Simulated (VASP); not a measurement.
# Al32H (a cell with a defect) in VASP: a series of runs, part 3 of 3

VASP 6.6.1. The steps go on from the part before.

## (4) Single point, PBEsol

INCAR

```
SYSTEM = Al32H
  PREC = Accurate
  ENCUT = 400
  EDIFF = 1E-6
  ISMEAR = 0
  SIGMA = 0.05
  LREAL = Auto
  LASPH = .True.
  NELM = 120
  ALGO = Normal
  ISIF = 2
  LWAVE = .False.
  LCHARG = .False.
  GGA = PS
  NBANDS = 70
  GGA_COMPAT = .False.
```

KPOINTS

```
regular mesh
0
Gamma
  3 3 3
  0 0 0
```

POSCAR

```
Al32H
1.0
    8.1000000000      0.0000000000      0.0000000000
    0.0000000000      8.1000000000      0.0000000000
    0.0000000000      0.0000000000      8.1000000000
Al H
32 1
Direct
    0.5012706173      0.0002643210      0.0001304938
    0.7499571605      0.2489220988      0.0001311111
    0.7499633333      0.0002295062      0.2510425926
   -0.0013428395      0.0002630864      0.0001298765
    0.2499654321      0.2446218519      0.0001279012
    0.5056946914      0.5002141975      0.0001271605
    0.7499585185      0.7515287654      0.0001277778
    0.2499650617      0.0002612346      0.2514395062
    0.4996000000      0.2505974074      0.2497814815
    0.7499581481      0.5002165432      0.2514382716
    0.5008744444      0.0002290123      0.5001355556
    0.7499634568      0.2493103704      0.5001354321
    0.7499634568      0.0002288889      0.7492212346
   -0.0058193827      0.5002134568      0.0001266667
    0.2499660494      0.7561548148      0.0001253086
    0.0003232099      0.2505958025      0.2497811111
    0.2499659259      0.5002123457      0.2559908642
    0.4996077778      0.7498803704      0.2497833333
   -0.0009458025      0.0002292593      0.5001356790
    0.2499644444      0.2489213580      0.5001582716
    0.5012693827      0.5002191358      0.5001569136
    0.7499632099      0.7511339506      0.5001360494
    0.2499645679      0.0002655556      0.7488274074
    0.4996013580      0.2505993827      0.7505025926
    0.7499572840      0.5002200000      0.7488293827
    0.0003162963      0.7498809877      0.2497845679
   -0.0013417284      0.5002181481      0.5001560494
    0.2499653086      0.7515291358      0.5001537037
    0.0003219753      0.2505993827      0.7505029630
    0.2499654321      0.5002148148      0.7444702469
    0.4996016049      0.7498798765      0.7504992593
    0.0003218519      0.7498796296      0.7504974074
    0.2497604938      0.5014934568      0.0008860494
```

Potentials or basis: VASP PAW PBE potentials, release 64 (Al, H).

Started as:

```sh
> cat potpaw_PBE.64/Al/POTCAR potpaw_PBE.64/H/POTCAR > POTCAR
> mpirun -np 1 vasp_std > vasp.out
```

OUTCAR:

```text
SYSTEM = Al32H
   PREC = Accurate
   ENCUT = 400
   EDIFF = 1E-6
   ISMEAR = 0
   LREAL = Auto
   LASPH = .True.
   NELM = 120
   ISIF = 2
   GGA = PS

 ion  position               nearest neighbor table
   1  0.501  0.000  0.000-  15 2.84   5 2.84   2 2.85   7 2.85  13 2.86   3 2.86  24 2.86   9 2.86
                            31 2.86  18 2.86  23 2.88   8 2.88
   2  0.750  0.249  0.000-  14 2.84   6 2.84   1 2.85   4 2.85  13 2.86   3 2.86  24 2.86  29 2.86
                             9 2.86  16 2.86  25 2.88  10 2.88
   3  0.750  0.000  0.251-  12 2.85  11 2.85  19 2.85  22 2.85   2 2.86   1 2.86   4 2.86   7 2.86
                            26 2.87  18 2.87  16 2.87   9 2.87
   4  0.999  0.000  0.000-  15 2.84   5 2.84   2 2.85   7 2.85  13 2.86   3 2.86  29 2.86  16 2.86
                            32 2.86  26 2.86  23 2.88   8 2.88
   5  0.250  0.245  0.000-  33 2.08  23 2.84   1 2.84   4 2.84   8 2.84  24 2.86  29 2.86   9 2.86
                            16 2.86  30 2.93   6 2.93  14 2.93  17 2.93
   6  0.506  0.500  0.000-  33 2.07   2 2.84  25 2.84  10 2.84   7 2.84  24 2.86   9 2.86  31 2.86
                            18 2.86   5 2.93  30 2.93  17 2.93  15 2.93
   7  0.750  0.752  0.000-  14 2.84   6 2.84   1 2.85   4 2.85  13 2.86   3 2.86  31 2.86  32 2.86
                            18 2.86  26 2.86  25 2.88  10 2.88
   8  0.250  0.000  0.251-  15 2.84   5 2.84  20 2.85  28 2.85  11 2.86  19 2.86   9 2.86  16 2.86
                            18 2.86  26 2.86   1 2.88   4 2.88
   9  0.500  0.251  0.250-  17 2.86   6 2.86   5 2.86   8 2.86  10 2.86   1 2.86  21 2.86   2 2.86
[... 32 lines left out ...]
                            31 2.86  32 2.86   2 2.88   7 2.88
  26  0.000  0.750  0.250-  15 2.86  17 2.86  14 2.86   7 2.86  28 2.86  10 2.86   8 2.86  27 2.86
                             4 2.86  19 2.87   3 2.87  22 2.87
  27  0.999  0.500  0.500-  17 2.84  30 2.84  25 2.85  10 2.85  12 2.86  22 2.86  29 2.86  16 2.86
                            32 2.86  26 2.86  20 2.88  28 2.88
  28  0.250  0.752  0.500-  17 2.84  30 2.84  23 2.85   8 2.85  11 2.86  19 2.86  31 2.86  32 2.86
                            18 2.86  26 2.86  21 2.88  27 2.88
  29  0.000  0.251  0.751-  14 2.86  30 2.86   5 2.86   4 2.86  27 2.86  23 2.86  25 2.86  20 2.86
                             2 2.86  12 2.87  13 2.87  19 2.87
  30  0.250  0.500  0.744-  33 2.08  20 2.84  21 2.84  27 2.84  28 2.84  24 2.86  29 2.86  31 2.86
                            32 2.86   5 2.93   6 2.93  14 2.93  15 2.93
  31  0.500  0.750  0.750-  15 2.86   6 2.86  30 2.86  28 2.86   7 2.86  21 2.86  25 2.86   1 2.86
                            23 2.86  13 2.87  11 2.87  22 2.87
[... 229 lines left out ...]
 number of electron      97.0000003 magnetization

 Free energy of the ion-electron system (eV)
  ---------------------------------------------------
  ext. energy  EPLUGINS =         0.00000000
  ---------------------------------------------------
  free energy    TOTEN  =      -134.31656221 eV

  energy without entropy =     -134.31345718  energy(sigma->0) =     -134.31500970

 E-fermi :   7.7374     XC(G=0): -10.2567

 val. band max:        7.6695967194   @ k =   0.3333  -0.3333   0.3333
 cond. band min:       7.9410242922   @ k =   0.3333   0.0000   0.0000
 fundamental gap:      0.2714275728
 Fermi energy:         7.7373563487

 k-point     1 :       0.0000    0.0000    0.0000
  band No.  band energies     occupation
      1      -3.3304      2.00000
      2      -1.6990      2.00000
      3      -0.9673      2.00000
      4      -0.9673      2.00000
      5      -0.9412      2.00000
      6      -0.9412      2.00000
[... 871 lines left out ...]
     59       9.7154      0.00000
     60       9.7154      0.00000
 [bands above 60 left out]

------------------------ aborting loop because EDIFF is reached ----------------------------------------

  FORCE on cell =-STRESS in cart. coord.  units (eV):
  Direction    XX          YY          ZZ          XY          YZ          ZX
  --------------------------------------------------------------------------------------
  -------------------------------------------------------------------------------------
  Total       -4.3709629     -4.3727831     -4.3727448      0.0001730     -0.0007525      0.0002655
  in kB      -13.1774885    -13.1829760    -13.1828607      0.0005216     -0.0022687      0.0008004
  external PRESSURE =     -13.1811084 kB  Pullay stress =       0.0000000 kB

 VOLUME and BASIS-vectors are now :
 -----------------------------------------------------------------------------
  energy-cutoff  :      400.00
  volume of cell :      531.44
      direct lattice vectors                 reciprocal lattice vectors
     8.100000000  0.000000000  0.000000000     0.123456790  0.000000000  0.000000000
     0.000000000  8.100000000  0.000000000     0.000000000  0.123456790  0.000000000
     0.000000000  0.000000000  8.100000000     0.000000000  0.000000000  0.123456790

 POSITION                                       TOTAL-FORCE (eV/Angst)
 -----------------------------------------------------------------------------------
      4.06029      0.00214      0.00106        -0.000737      0.000035     -0.000065
      6.07465      2.01627      0.00106        -0.000051     -0.000655      0.000158
      6.07470      0.00186      2.03345        -0.000071      0.000273      0.000636
      8.08912      0.00213      0.00105         0.000868      0.000165      0.000149
      2.02472      1.98144      0.00104        -0.000010      0.000685      0.000347
      4.09613      4.05173      0.00103        -0.001425      0.000243      0.000191
[... 25 lines left out ...]
      0.00261      6.07402      6.07903         0.000322     -0.000106      0.000452
      2.02306      4.06210      0.00718         0.000815     -0.005038     -0.003029
 -----------------------------------------------------------------------------------
    total drift:                               -0.000686      0.003331      0.002533

  FREE ENERGIE OF THE ION-ELECTRON SYSTEM (eV)
  ---------------------------------------------------
  free  energy   TOTEN  =      -134.3165622122 eV

  energy  without entropy=     -134.3134571809  energy(sigma->0) =     -134.31500970
```

stdout:

```text
POSCAR found type information on POSCAR AlH
 POSCAR found :  2 types and      33 ions
 scaLAPACK will be used
 -----------------------------------------------------------------------------
|                                                                             |
|                                                                             |
|     You enforced a specific xc type in the INCAR file but a different       |
|     I HOPE YOU KNOW WHAT YOU ARE DOING!                                     |
|                                                                             |
 -----------------------------------------------------------------------------

 LDA part: xc-table for (Slater+PW92), standard interpolation
 POSCAR, INCAR and KPOINTS ok, starting setup
 FFT: planning ... GRIDC
 FFT: planning ... GRID_SOFT
 FFT: planning ... GRID
 WAVECAR not read
 entering main loop
```

Wall time 5.4 min (1 thread of Oxide Virtual Turin-like, shared host); peak memory 0.46 GiB.

Results:

- Free energy: -134.3166 eV
- Pressure: -1.3 GPa
- Largest force: 0.006 eV/Å
- Band gap on the k mesh: zero (an odd number of electrons rules out a gap without spin polarisation)

Forces in eV/Å, atoms in the order of the input:
```
Al  -0.001  0.000  0.000
Al   0.000 -0.001  0.000
Al   0.000  0.000  0.001
Al   0.001  0.000  0.000
Al   0.000  0.001  0.000
Al  -0.001  0.000  0.000
Al   0.000  0.002  0.000
Al   0.000  0.000  0.002
Al   0.000  0.000  0.000
Al   0.000  0.000  0.002
Al   0.000  0.000  0.000
Al   0.000  0.000  0.000
Al   0.000  0.000  0.000
Al   0.001  0.000  0.000
Al   0.000 -0.003  0.000
Al   0.000  0.000  0.000
Al   0.000  0.000 -0.002
Al  -0.001  0.000  0.000
Al   0.000  0.000  0.000
Al   0.000 -0.001  0.000
Al  -0.001  0.000  0.000
Al   0.000  0.001  0.000
Al   0.000  0.000 -0.001
Al   0.000  0.000  0.000
Al   0.000  0.000 -0.001
Al   0.001  0.000  0.000
Al   0.001  0.000  0.000
Al   0.000  0.002  0.000
Al   0.000  0.000  0.000
Al   0.000  0.000  0.001
Al   0.000  0.000  0.000
Al   0.000  0.000  0.000
H    0.001 -0.005 -0.003
```

Caveat: the PAW data sets were made with another functional, which shifts forces and pressure a little.

## (5) Summary

```csv
cell,gap on the mesh (eV),pressure (GPa),largest force (eV/Å)
"as given, atomic positions A",none,-1.3,0.44
"as given, atomic positions B",none,-1.3,0.01
"as given, atomic positions C",none,-1.3,0.01
```

Alike in all rows: task single point; level PBEsol; potentials or basis VASP PAW PBE potentials, release 64 (Al, H); no spin polarisation; k mesh 3 × 3 × 3; cutoff (eV) 400; smearing gaussian 0.05 eV.

Caveats: the PAW data sets were made with another functional, which shifts forces and pressure a little.

Total energies depend on the potentials used, so only differences within one code and one set of settings carry meaning.

The gap in the log of VASP goes by the Fermi energy; the results here count the filled bands.